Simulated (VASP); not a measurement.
# Si (P6_3/mmc) in VASP: further runs, part 2 of 2

VASP 6.6.1.

### 4 Single point, r2SCAN (12.08 Å³/atom)

This run uses another cell than the first one, of 12.08 Å³/atom.

The input, POSCAR:

```
Si
1.0
    2.5316500238      0.0000000000      0.0000000000
   -1.2658250119      2.1924732341      0.0000000000
    0.0000000000      0.0000000000      4.3544261419
Si
2
Direct
    0.3333333333      0.6666666667      0.2500000000
    0.6666666667      0.3333333333      0.7500000000
```

The input, INCAR.step1:

```
SYSTEM = Si
  PREC = Accurate
  ENCUT = 520
  ISMEAR = 0
  SIGMA = 0.1
  LREAL = .FALSE.
  LASPH = .TRUE.
  NELM = 80
  NBANDS = 11
  GGA = PE
  ALGO = Normal
  EDIFF = 1E-4
  LWAVE = .TRUE.
  LCHARG = .FALSE.
```

The input, INCAR.step2:

```
SYSTEM = Si
  PREC = Accurate
  ENCUT = 520
  EDIFF = 1E-6
  ISMEAR = 0
  SIGMA = 0.1
  LREAL = .FALSE.
  LASPH = .TRUE.
  NELM = 80
  ALGO = Normal
  ISIF = 2
  LWAVE = .FALSE.
  LCHARG = .FALSE.
  METAGGA = R2SCAN
  LMIXTAU = .TRUE.
  NBANDS = 11
  ISTART = 1
```

The input, KPOINTS:

```
Automatic mesh
0
G
  18 18 10
  0 0 0
```

Potentials or basis: VASP PAW PBE potentials, release 64 (Si).

Command:

```bash
> cat potpaw_PBE.64/Si/POTCAR > POTCAR
> cp INCAR.step1 INCAR
> mpirun -np 1 vasp_std > vasp.out
> cp INCAR.step2 INCAR
> mpirun -np 1 vasp_std > vasp.out
```

OUTCAR:

```text
SYSTEM = Si
   PREC = Accurate
   ENCUT = 520
   EDIFF = 1E-6
   ISMEAR = 0
   LREAL = .FALSE.
   LASPH = .TRUE.
   NELM = 80
   ISIF = 2
   METAGGA = R2SCAN
   ISTART = 1

 ion  position               nearest neighbor table
   1  0.333  0.667  0.250-   2 2.62   2 2.62   2 2.62   2 2.62   2 2.62   2 2.62
   2  0.667  0.333  0.750-   1 2.62   1 2.62   1 2.62   1 2.62   1 2.62   1 2.62

  LATTYP: Found a hexagonal cell.
 ALAT       =     2.5316500238
 C/A-ratio  =     1.7199952999

  Lattice vectors:

 A1 = (   2.5316500238,   0.0000000000,   0.0000000000)
 A2 = (  -1.2658250119,   2.1924732341,   0.0000000000)
 A3 = (   0.0000000000,   0.0000000000,   4.3544261419)

Analysis of symmetry for initial positions (statically):
=====================================================================
 Subroutine PRICEL returns:
 Original cell was already a primitive cell.

 Routine SETGRP: Setting up the symmetry group for a
 hexagonal supercell.

 Subroutine GETGRP returns: Found 24 space group operations
 (whereof 12 operations were pure point group operations)
 out of a pool of 24 trial point group operations.

The static configuration has the point symmetry D_3d.
 The point group associated with its full space group is D_6h.

Analysis of symmetry for dynamics (positions and initial velocities):
=====================================================================
 Subroutine PRICEL returns:
 Original cell was already a primitive cell.

 Routine SETGRP: Setting up the symmetry group for a
 hexagonal supercell.

 Subroutine GETGRP returns: Found 24 space group operations
 (whereof 12 operations were pure point group operations)
 out of a pool of 24 trial point group operations.

The dynamic configuration has the point symmetry D_3d.
 The point group associated with its full space group is D_6h.

 Subroutine INISYM returns: Found 24 space group operations
 (whereof 12 operations are pure point group operations),
 and found     1 'primitive' translations

----------------------------------------------------------------------------------------

                                     Primitive cell

  volume of cell :      24.1696

  direct lattice vectors                    reciprocal lattice vectors
     2.531650024  0.000000000  0.000000000     0.394999305  0.228052955  0.000000000
    -1.265825012  2.192473234  0.000000000     0.000000000  0.456105910  0.000000000
     0.000000000  0.000000000  4.354426142     0.000000000  0.000000000  0.229651386

  length of vectors
     2.531650024  2.531650024  4.354426142     0.456105910  0.456105910  0.229651386

  position of ions in fractional coordinates (direct lattice)
     0.333333333  0.666666667  0.250000000
     0.666666667  0.333333333  0.750000000

  ion indices of the primitive-cell ions
   primitive index   ion index
                 1           1
                 2           2

----------------------------------------------------------------------------------------

 KPOINTS: Automatic mesh

Automatic generation of k-mesh.
 Grid dimensions read from file:
 generate k-points for:   18   18   10

 Generating k-lattice:

  Cartesian coordinates                     Fractional coordinates (reciprocal lattice)
     0.021944406  0.012669609  0.000000000     0.055555556  0.000000000  0.000000000
     0.000000000  0.025339217  0.000000000     0.000000000  0.055555556  0.000000000
     0.000000000  0.000000000  0.022965139     0.000000000  0.000000000  0.100000000

  Length of vectors
     0.025339217  0.025339217  0.022965139

  Shift w.r.t. Gamma in fractional coordinates (k-lattice)
     0.000000000  0.000000000  0.000000000

 Subroutine IBZKPT returns following result:
 ===========================================

 Found    222 irreducible k-points:

 Following reciprocal coordinates:
            Coordinates               Weight
  0.000000  0.000000  0.000000      1.000000
  0.055556  0.000000  0.000000      6.000000
  0.111111  0.000000  0.000000      6.000000
  0.166667 -0.000000  0.000000      6.000000
  0.222222 -0.000000  0.000000      6.000000
  0.277778 -0.000000  0.000000      6.000000
[... 16 lines left out ...]
  0.333333  0.111111  0.000000     12.000000
  0.388889  0.111111  0.000000     12.000000
 [... further k-points ...]
   k-points           NKPTS =    222   k-points in BZ     NKDIM =    222   number of bands    NBANDS=     11
   number of dos      NEDOS =    301   number of ions     NIONS =      2
   total plane-waves  NPLWV =  12800
   dimension x,y,z NGX =    20 NGY =   20 NGZ =   32
   dimension x,y,z NGXF=    40 NGYF=   40 NGZF=   64
   ions per type =               2
   NGX,Y,Z   is equivalent  to a cutoff of  13.13, 13.13, 12.22 a.u.
   NGXF,Y,Z  is equivalent  to a cutoff of  26.27, 26.27, 24.43 a.u.
 SYSTEM =  Si
   PREC   = accura    normal or accurate (medium, high low for compatibility)
   ISTART =      1    job   : 0-new  1-cont  2-samecut
   ICHARG =      0    charge: 1-file 2-atom 10-const
   ISPIN  =      1    spin polarized calculation?
   LNONCOLLINEAR =      F non collinear calculations
   LSORBIT =      F    spin-orbit coupling
   LASPH  =      T    aspherical Exc in radial PAW
   ENCUT  =  520.0 eV  38.22 Ry    6.18 a.u.   4.71  4.71  8.10*2*pi/ulx,y,z
   NELM   =     80;   NELMIN=  2; NELMDL=  0     # of ELM steps
   EDIFF  = 0.1E-05   stopping-criterion for ELM
   LREAL  =      F    real-space projection
   EDIFFG = 0.1E-04   stopping-criterion for IOM
   NSW    =      0    number of steps for IOM
   IBRION =     -1    ionic relax: 0-MD 1-quasi-New 2-CG
   NFREE  =      0    steps in history (QN), initial steepest desc. (CG)
   ISIF   =      2    stress and relaxation
   ISYM   =      2    0-nonsym 1-usesym 2-fastsym
   POTIM  = 0.5000    time-step for ionic-motion
   TEBEG  =    0.0;   TEEND  =   0.0 temperature during run
   PSTRESS=    0.0 pullay stress
   NELECT =       8.0000    total number of electrons
   NUPDOWN=      -1.0000    fix difference up-down
   EMIN   =  10.00;   EMAX   =-10.00  energy-range for DOS
   EFERMI =   0.00;   METHOD = LEGACY
   ISMEAR =     0;   SIGMA  =   0.10  broadening in eV -4-tet -1-fermi 0-gaus
   EFERMI_NEDOS =   21; number of points for ismear=-14 and -15
   IALGO  =     38    algorithm
   IMIX   =      4    mixing-type and parameters
     AMIX     =   0.40;   BMIX     =  1.00
     AMIX_MAG =   1.60;   BMIX_MAG =  1.00
  volume/ion in A,a.u.               =      12.08        81.55
  Fermi-wavevector in a.u.,A,eV,Ry     =   1.132440  2.140001 17.448388  1.282420
  Thomas-Fermi vector in A             =   2.269141
   LORBIT       =      0    0 simple, 1 ext, 2 COOP (PROOUT), +10 PAW based schemes
   METAGGA = R2SCAN    functional components
   LHFCALC =     F    Hartree Fock is set to
   AEXX    =    0.0000 exact exchange contribution
   IVDW    =     0    specifies the selected vdW correction
   LEPSILON=     F    determine dielectric tensor
   LRPA    =     F    only Hartree local field effects (RPA)
 non-spin polarized calculation
 Gauss-broadening in eV      SIGMA  =   0.10
  energy-cutoff  :      520.00
  volume of cell :       24.17
 maximum number of plane-waves:       665
 NGX is ok and might be reduce to    20
   NGX =  9   NGY =  9   NGZ = 17

 number of electron       8.0000000 magnetization

 Free energy of the ion-electron system (eV)
  ---------------------------------------------------
  ext. energy  EPLUGINS =         0.00000000
  ---------------------------------------------------
  free energy    TOTEN  =       -15.99950137 eV

  energy without entropy =      -15.99696867  energy(sigma->0) =      -15.99823502

 E-fermi :  12.7370     XC(G=0): -12.7653

 val. band max:       12.7153406335   @ k =   0.5000  -0.0000   0.1000
 cond. band min:      12.7568021104   @ k =   0.2222   0.1111   0.4000
 fundamental gap:      0.0414614769
 Fermi energy:        12.7369880608

 k-point     1 :       0.0000    0.0000    0.0000
  band No.  band energies     occupation
      1      -4.4511      2.00000
      2       3.3405      2.00000
      3       3.7033      2.00000
      4      24.1404      0.00000
      5      24.1404      0.00000
      6      24.5352      0.00000
      7      24.8233      0.00000
      8      24.8233      0.00000
      9      25.6114      0.00000
     10      28.9410      0.00000
     11      29.9159      0.00000
[... 309 lines left out ...]
 k-point    24 :       0.3889    0.1111    0.0000
  band No.  band energies     occupation
      1       2.0589      2.00000
      2       5.4258      2.00000
      3       9.7217      2.00000
      4       9.8717      2.00000
      5      12.7079      1.31958
      6      13.5295      0.00000
      7      14.5732      0.00000
      8      21.0384      0.00000
      9      22.0388      0.00000
     10      23.9422      0.00000
     11      29.6681      0.00000

 [... further k-points ...]
[... 5 lines left out ...]
  --------------------------------------------------------------------------------------
  -------------------------------------------------------------------------------------
  Total        2.4278627      2.4278627      2.4355719      0.0000000      0.0000000      0.0000000
  in kB      160.9406731    160.9406731    161.4517059      0.0000000      0.0000000      0.0000000
  external PRESSURE =     161.1110174 kB  Pullay stress =       0.0000000 kB

 VOLUME and BASIS-vectors are now :
 -----------------------------------------------------------------------------
  energy-cutoff  :      520.00
  volume of cell :       24.17
      direct lattice vectors                 reciprocal lattice vectors
     2.531650024  0.000000000  0.000000000     0.394999305  0.228052955  0.000000000
    -1.265825012  2.192473234  0.000000000     0.000000000  0.456105910  0.000000000
     0.000000000  0.000000000  4.354426142     0.000000000  0.000000000  0.229651386

 POSITION                                       TOTAL-FORCE (eV/Angst)
 -----------------------------------------------------------------------------------
     -0.00000      1.46165      1.08861         0.000000     -0.000000      0.000000
      1.26583      0.73082      3.26582        -0.000000      0.000000      0.000000
 -----------------------------------------------------------------------------------
    total drift:                               -0.000000      0.000000     -0.000000

  FREE ENERGIE OF THE ION-ELECTRON SYSTEM (eV)
  ---------------------------------------------------
  free  energy   TOTEN  =       -15.9995013708 eV

  energy  without entropy=      -15.9969686688  energy(sigma->0) =      -15.99823502
```

Run time: 2.3 min. Hardware: 1 thread of Intel Xeon 8259CL, shared host; peak memory 0.17 GiB.

What came out:

```yaml
Free_energy: -15.9995 eV
Pressure: 16.1 GPa
Band_gap_on_the_k_mesh: zero (bands 4 and 5 overlap by 15.34 eV)
```

Caveat: the cell stands under pressure; the PAW data sets were made with another functional, which shifts forces and pressure a little.

### 5 Single point, r2SCAN (12.50 Å³/atom)

This run uses another cell than the first one, of 12.50 Å³/atom.

The input, POSCAR:

```
Si
1.0
    2.5596408424      0.0000000000      0.0000000000
   -1.2798204212      2.2167139940      0.0000000000
    0.0000000000      0.0000000000      4.4049291058
Si
2
Direct
    0.3333333333      0.6666666667      0.2500000000
    0.6666666667      0.3333333333      0.7500000000
```

The input, INCAR.step1:

```
PREC = Accurate
ENCUT = 520
ISMEAR = 0
SIGMA = 0.1
LREAL = False
LASPH = True
NELM = 60
NBANDS = 11
GGA = PE
ALGO = Normal
EDIFF = 1E-4
LWAVE = True
LCHARG = False
```

The input, INCAR.step2:

```
PREC = Accurate
ENCUT = 520
EDIFF = 1E-7
ISMEAR = 0
SIGMA = 0.1
LREAL = False
LASPH = True
NELM = 60
ALGO = Normal
ISIF = 2
LWAVE = False
LCHARG = False
METAGGA = R2SCAN
LMIXTAU = True
NBANDS = 11
ISTART = 1
```

The input, KPOINTS:

```
regular mesh
0
Gamma
  18 18 10
```

Command:

```bash
> cat potpaw_PBE.64/Si/POTCAR > POTCAR
> cp INCAR.step1 INCAR
> mpirun -np 1 vasp_std > vasp.out
> cp INCAR.step2 INCAR
> mpirun -np 1 vasp_std > vasp.out
```

It took 3.6 min on 1 thread of Intel Xeon 8259CL, shared host; peak memory 0.17 GiB.

It converged, with:

- Free energy: -16.0681 eV
- Pressure: 10.7 GPa
- Band gap on the k mesh: zero (bands 4 and 5 overlap by 15.07 eV)

Levels at points of the mesh, in eV from the Fermi level:
```tsv
k point	band 1	band 2	band 3	band 4	band 5	band 6	band 7	band 8	band 9
(0.00, 0.00, 0.00)	-16.84	-9.29	-8.78	11.08	11.08	11.67	11.89	11.89	12.42
(0.50, 0.00, 0.00)	-9.30	-9.01	-2.20	-2.05	-1.26	-0.53	4.71	7.03	10.78
(0.00, 0.00, 0.50)	-14.86	-14.86	0.32	0.32	12.69	12.69	12.69	12.69	13.58
(0.50, 0.00, 0.50)	-7.67	-7.67	-6.74	-6.74	6.41	6.41	6.81	6.81	7.09
```

Caveat: the cell stands under pressure; the PAW data sets were made with another functional, which shifts forces and pressure a little.

### 6 Summary

```tsv
task	cell	cutoff (eV)	gap on the mesh (eV)	pressure (GPa)
relaxation of shape and atoms at fixed volume	relaxed from a = 2.665, b = 2.665, c = 4.598 Å, angles 90.0, 90.0, 120.0°, 2 atoms	600	none	-2.5
relaxation of shape and atoms at fixed volume	relaxed from a = 2.691, b = 2.691, c = 4.642 Å, angles 90.0, 90.0, 120.0°, 2 atoms	600	none	-4.6
single point	a = 2.532, b = 2.532, c = 4.354 Å, angles 90.0, 90.0, 120.0°, 2 atoms	520	none	16.1
single point	a = 2.560, b = 2.560, c = 4.405 Å, angles 90.0, 90.0, 120.0°, 2 atoms	520	none	10.7
```

Alike in all rows: level r2SCAN; potentials or basis VASP PAW PBE potentials, release 64 (Si); no spin polarisation; k mesh 18 × 18 × 10; smearing gaussian 0.1 eV.

Caveats: the PAW data sets were made with another functional, which shifts forces and pressure a little; the cell stands under pressure (at least some runs).

Total energies depend on the potentials used, so only differences within one code and one set of settings carry meaning.

The gap in the log of VASP goes by the Fermi energy; the results here count the filled bands.